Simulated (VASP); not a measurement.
Input of a VASP 6.6.1 run:

INCAR

```
SYSTEM = FeO
  PREC = Accurate
  ENCUT = 520
  EDIFF = 1E-6
  ISMEAR = -1
  SIGMA = 0.05
  LREAL = .FALSE.
  LASPH = .TRUE.
  NELM = 150
  ALGO = Normal
  ISIF = 2
  LWAVE = .FALSE.
  LCHARG = .FALSE.
  ISPIN = 2
  MAGMOM = 3 0
  LORBIT = 11
  LMAXMIX = 4
  LDAU = .TRUE.
  LDAUTYPE = 2
  LDAUL = 2 -1
  LDAUU = 1 0
  LDAUJ = 0 0
  LDAUPRINT = 1
  GGA = CA
  NBANDS = 18
```

KPOINTS

```
Automatic mesh
0
G
  11 11 11
  0 0 0
```

Contents of POSCAR:

```
FeO
1.0
    1.5176821100      0.8762341800      2.5157945800
   -1.5176821100      0.8762341800      2.5157945800
    0.0000000000     -1.7524683500      2.5157945800
Fe O
1 1
Direct
    0.0000000000      0.0000000000      0.0000000000
    0.5000000000      0.5000000000      0.5000000000
```

Potentials or basis: VASP PAW LDA potentials, release 64 (Fe, O).

The run is started by

```console
$ cat potpaw_LDA.64/Fe/POTCAR potpaw_LDA.64/O/POTCAR > POTCAR
$ mpirun -np 1 vasp_std > vasp.out
```

Task: Estimate the band gap on the k mesh.

Result: Zero (filled and empty bands overlap).

Task: What does it give for the pressure?

Result: -15.8 GPa.

Task: Estimate the net moment.

Result: 4.00 μB per cell.

Task: Predict the site moments.

Result: Fe +3.63; O +0.29 μB.

Stress tensor (GPa, compression positive):
```
-15.38   0.00   0.00
  0.00 -15.38   0.00
  0.00   0.00 -16.50
```

Caveat: a cell with one magnetic atom can't hold antiferromagnetic order, which such compounds often take. The state reached can hang on the start; a lower one may exist.
